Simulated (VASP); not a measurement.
# KTaO3 (Pmmm) in VASP: further runs, part 2 of 2

VASP 6.6.1. The steps go on from the part before.

## Step 3: Single point, PBE (normal strain along x -0.0467, normal strain along y +0.0700)

INCAR reads:

```
ALGO = Normal
EDIFF = 1E-6
ENCUT = 520
GGA = PE
ISIF = 2
ISMEAR = 0
LASPH = T
LCHARG = F
LREAL = F
LWAVE = F
NBANDS = 27
NELM = 80
PREC = Accurate
SIGMA = 0.05
```

KPOINTS reads:

```
k-points
0
Gamma
  8 8 8
```

POSCAR reads:

```
KTaO3
1.0
    3.8368901657      0.0000000000      0.0000000000
    0.0000000000      4.3065902416      0.0000000000
    0.0000000000      0.0000000000      4.0248506931
K Ta O
1 1 3
Direct
    0.5000000000      0.5000000000      0.5000000000
    0.0000000000      0.0000000000      0.0000000000
    0.5000000000      0.0000000000      0.0000000000
    0.0000000000      0.5000000000      0.0000000000
    0.0000000000      0.0000000000      0.5000000000
```

Potentials or basis: VASP PAW PBE potentials, release 64 (K_sv, Ta_pv, O).

Launch:

```bash
$ cat potpaw_PBE.64/K_sv/POTCAR potpaw_PBE.64/Ta_pv/POTCAR potpaw_PBE.64/O/POTCAR > POTCAR
$ mpirun -np 1 vasp_std > vasp.out
```

OUTCAR:

```text
EDIFF = 1E-6
   ENCUT = 520
   GGA = PE
   ISIF = 2
   ISMEAR = 0
   LASPH = T
   LREAL = F
   NELM = 80
   PREC = Accurate

 ion  position               nearest neighbor table
   1  0.500  0.500  0.500-   4 2.78   4 2.78   4 2.78   4 2.78   5 2.88   5 2.88   5 2.88   5 2.88
                             2 3.52   2 3.52   2 3.52   2 3.52   2 3.52   2 3.52   2 3.52   2 3.52
   2  0.000  0.000  0.000-   3 1.92   3 1.92   5 2.01   5 2.01   4 2.15   4 2.15   1 3.52   1 3.52
                             1 3.52   1 3.52   1 3.52   1 3.52   1 3.52   1 3.52
[... 930 lines left out ...]
  -------------------------------------------------------------------------------------
  Total        8.0138202     -7.3015698     -0.2503449      0.0000000      0.0000000      0.0000000
  in kB      193.0578578   -175.8993067     -6.0309627      0.0000000      0.0000000      0.0000000
  external PRESSURE =       3.7091961 kB  Pullay stress =       0.0000000 kB

 VOLUME and BASIS-vectors are now :
 -----------------------------------------------------------------------------
  energy-cutoff  :      520.00
  volume of cell :       66.51
      direct lattice vectors                 reciprocal lattice vectors
     3.836890166  0.000000000  0.000000000     0.260627737  0.000000000  0.000000000
     0.000000000  4.306590242  0.000000000     0.000000000  0.232202263  0.000000000
     0.000000000  0.000000000  4.024850693     0.000000000  0.000000000  0.248456421

 POSITION                                       TOTAL-FORCE (eV/Angst)
 -----------------------------------------------------------------------------------
      1.91845      2.15330      2.01243         0.000000      0.000000      0.000000
      0.00000      0.00000      0.00000         0.000000      0.000000      0.000000
      1.91845      0.00000      0.00000         0.000000      0.000000      0.000000
      0.00000      2.15330      0.00000         0.000000      0.000000      0.000000
      0.00000      0.00000      2.01243         0.000000      0.000000      0.000000
 -----------------------------------------------------------------------------------
    total drift:                                0.000000     -0.000000      0.000000

  FREE ENERGIE OF THE ION-ELECTRON SYSTEM (eV)
  ---------------------------------------------------
  free  energy   TOTEN  =       -40.6199530544 eV

  energy  without entropy=      -40.6199530544  energy(sigma->0) =      -40.61995305
```

stdout:

```text
POSCAR found type information on POSCAR K TaO
 POSCAR found :  3 types and       5 ions
 scaLAPACK will be used
 LDA part: xc-table for (Slater+PW92), standard interpolation
 POSCAR, INCAR and KPOINTS ok, starting setup
 FFT: planning ... GRIDC
 FFT: planning ... GRID_SOFT
 FFT: planning ... GRID
 WAVECAR not read
 entering main loop
```

Wall time 2.3 min (1 thread of AMD EPYC 9R45 (Zen 5), shared host); peak memory 0.3 GiB.

Results:

```
Free energy            : -40.6200 eV
Pressure               : 0.4 GPa
Band gap on the k mesh : 1.88 eV (least direct gap 2.34 eV)
```

Caveat: the cell differs from its parent crystal (normal strain along x -0.0467, normal strain along y +0.0700); spin-orbit coupling is left out, which moves the levels of the heavy elements. A k mesh can miss the band edges.

## Step 4: Single point, PBE (normal strain along x -0.0233, normal strain along y +0.0467)

INCAR reads:

```
PREC = Accurate ; ENCUT = 520
EDIFF = 1E-6 ; ISMEAR = 0
SIGMA = 0.05 ; LREAL = False
LASPH = True ; NELM = 60
ALGO = Normal ; ISIF = 2
LWAVE = False ; LCHARG = True
GGA = PE ; LELF = True
LVHAR = True ; NBANDS = 27
```

KPOINTS reads:

```
regular mesh
0
Gamma
  8 8 8
```

POSCAR: that of step 3 with these lines changed.

```diff
@@ -2,4 +2,4 @@
 1.0
-    3.8368901657      0.0000000000      0.0000000000
-    0.0000000000      4.3065902416      0.0000000000
+    3.9310716720      0.0000000000      0.0000000000
+    0.0000000000      4.2128112205      0.0000000000
     0.0000000000      0.0000000000      4.0248506931
```

Launch:

```bash
$ cat potpaw_PBE.64/K_sv/POTCAR potpaw_PBE.64/Ta_pv/POTCAR potpaw_PBE.64/O/POTCAR > POTCAR
$ mpirun -np 1 vasp_std > vasp.out
```

Run time: 2.2 min. Hardware: 1 thread of AMD EPYC 9R45 (Zen 5), shared host; peak memory 0.3 GiB.

It converged, with:

```yaml
Free_energy: -40.8977 eV
Pressure: -2.2 GPa
Band_gap_on_the_k_mesh: 1.96 eV (least direct gap 2.53 eV)
```

Stress tensor (GPa, compression positive):
```
  7.80   0.00   0.00
  0.00 -13.51   0.00
  0.00   0.00  -0.98
```

Levels at points of the mesh, in eV from the valence-band top:
```tsv
k point	band 16	band 17	band 18	band 19	band 20	band 21	band 22	band 23
(0.00, 0.00, 0.00)	-0.93	-0.70	-0.57	-0.57	1.96	2.00	2.05	5.36
(0.50, 0.00, 0.00)	-2.01	-1.32	-0.88	-0.76	2.14	5.02	5.03	5.69
(0.00, 0.50, 0.00)	-1.89	-1.56	-1.01	-0.94	2.15	4.20	4.21	6.57
(0.50, 0.50, 0.00)	-1.81	-1.53	-1.50	-0.10	4.25	5.05	5.88	7.15
(0.00, 0.00, 0.50)	-2.17	-1.33	-0.94	-0.75	2.14	4.72	4.73	5.74
(0.50, 0.00, 0.50)	-1.69	-1.06	-1.04	-0.15	4.76	5.05	6.12	6.23
(0.00, 0.50, 0.50)	-1.83	-1.77	-1.75	-0.07	4.24	4.75	5.64	7.73
(0.50, 0.50, 0.50)	-3.53	-0.12	-0.03	0.00	5.76	5.99	6.32	8.53
```

Caveat: the cell differs from its parent crystal (normal strain along x -0.0233, normal strain along y +0.0467); spin-orbit coupling is left out, which moves the levels of the heavy elements.

## Step 5: The runs side by side

```tsv
cell	gap on the mesh (eV)	pressure (GPa)
a = 3.743, b = 4.213, c = 4.025 Å, 5 atoms	1.97	10.3
a = 3.837, b = 4.307, c = 4.025 Å, 5 atoms	1.88	0.4
a = 3.931, b = 4.213, c = 4.025 Å, 5 atoms	1.96	-2.2
```

Alike in all rows: task single point; level PBE; potentials or basis VASP PAW PBE potentials, release 64 (K_sv, Ta_pv, O); no spin polarisation; k mesh 8 × 8 × 8; cutoff (eV) 520; smearing gaussian 0.05 eV.

Caveats: spin-orbit coupling is left out, which moves the levels of the heavy elements; the cell stands under pressure (at least some runs).

Total energies depend on the potentials used, so only differences within one code and one set of settings carry meaning.
